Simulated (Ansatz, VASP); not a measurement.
# In in VASP and in Ansatz

```xyz
1
Lattice="-1.6133 1.6133 1.6133 1.6133 -1.6133 1.6133 1.6133 1.6133 -1.6133" Properties=species:S:1:pos:R:3 pbc="T T T"
In    0.0000    0.0000    0.0000
```

Change from the starting cell: volume scaled by 0.65, LAPW.

Alike in both runs: task single point; functional PBEsol; k mesh 16 × 16 × 16; occupations fermi-dirac, width 0.1 eV; no spin polarisation.

|  | VASP | Ansatz |
| --- | --- | --- |
| version | VASP 6.6.1 | Ansatz 0.2.0 |
| potentials or method | VASP PAW PBE potentials, release 64 (In_d), cutoff 520 eV | all-electron LAPW, scalar-relativistic |

|  | VASP | Ansatz | Ansatz less VASP |
| --- | --- | --- | --- |
| pressure (GPa) | 56.9 | 56.9 | -0.07 |

VASP's potentials were made for PBE, not for PBEsol. Both programs put the cell under a high pressure, so it lies far from rest at this level. Ansatz ran all-electron here, and VASP with PAW potentials.
